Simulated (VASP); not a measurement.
GaSb5, 6 atoms in the cell. The structure is hexagonal, space group P6/mmm (No. 191). The conventional cell has a = 6.159 Å, b = 6.159 Å, c = 5.631 Å, α = 90.00°, β = 90.00°, γ = 120.00°. Ga (site symmetry 6/mmm) has 18 Sb at 3.56 to 4.17 Å within 4.7 Å. Sb (site symmetry mmm) has 8 Sb at 3.08 to 3.33 Å within 4.1 Å. Within 4.4 Å of Sb (site symmetry -6m2) lie 9 Sb at 3.33 to 3.56 Å and 3 Ga at 3.56 Å. 

- Program: VASP 6.6.1
- Task: single point
- Functional: PBE
- Potentials or basis: VASP PAW PBE potentials, release 64 (Ga_d, Sb)
- Cutoff: 520 eV
- k mesh: 6 × 6 × 6
- Occupations: gaussian, width 0.1 eV
- Spin: no spin polarisation
- Dipole correction: no
- Further INCAR settings: ALGO = Normal; EDIFF = 1e-06; NBANDS = 28

Potentials or basis: VASP PAW PBE potentials, release 64 (Ga_d, Sb).

Run with:

```bash
$ cat potpaw_PBE.64/Ga_d/POTCAR potpaw_PBE.64/Sb/POTCAR > POTCAR
$ mpirun -np 1 vasp_std > vasp.out
```

Hardware: 1 thread of AMD EPYC 7R13 Processor (Zen 3) (shared host).

Question: How long does it take, and how much memory?

Answer: Wall time 90 s on 1 thread of AMD EPYC 7R13 Processor (Zen 3) (shared host), peak memory 0.34 GiB. Counts: scf iterations 12, k points 28.
